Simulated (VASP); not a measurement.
A run of VASP 6.6.1 is set up as follows.

The input INCAR:

```
SYSTEM = FeRu
ALGO = Normal
EDIFF = 1E-6
ENCUT = 520
GGA = CA
ISIF = 2
ISMEAR = -1
LASPH = .TRUE.
LCHARG = .TRUE.
LDAU = .TRUE.
LDAUJ = 0 0
LDAUL = 2 -1
LDAUPRINT = 1
LDAUTYPE = 2
LDAUU = 6 0
LELF = .TRUE.
LMAXMIX = 4
LREAL = .FALSE.
LVHAR = .TRUE.
LWAVE = .FALSE.
NBANDS = 18
NELM = 150
PREC = Accurate
SIGMA = 0.05
```

KPOINTS

```
k-points
0
G
  12 12 7
  0 0 0
```

File POSCAR:

```
FeRu
1.0
    2.6428014205      0.0000000000      0.0000000000
   -1.3214007102      2.2887331673      0.0000000000
    0.0000000000      0.0000000000      4.0702270000
Fe Ru
1 1
Direct
    0.0000000000      0.0000000000      0.5000000000
    0.6666666667      0.3333333333      0.0000000000
```

Potentials or basis: VASP PAW LDA potentials, release 64 (Fe, Ru_pv).

Launch:

```console
$ cat potpaw_LDA.64/Fe/POTCAR potpaw_LDA.64/Ru_pv/POTCAR > POTCAR
$ mpirun -np 1 vasp_std > vasp.out
```

Task: Predict the pressure.

Result: -22.6 GPa.

Task: Predict the band gap on the k mesh.

Result: Zero (bands 11 and 12 overlap by 1.74 eV).

Stress tensor (GPa, compression positive):
```
-20.44   0.00   0.00
  0.00 -20.44   0.00
  0.00   0.00 -26.86
```

Caveat: the cell stands under tension; an empty level that is flat over the whole mesh can mark a ghost state of the potentials, or a narrow d or f band; the run has no spin polarisation, though such a crystal can be magnetic; U without spin polarisation on a metal has little footing; the U is typed as a test and isn't derived for this compound. Spin polarisation is off, so any magnetic state and its effect on volume and gap are missing.
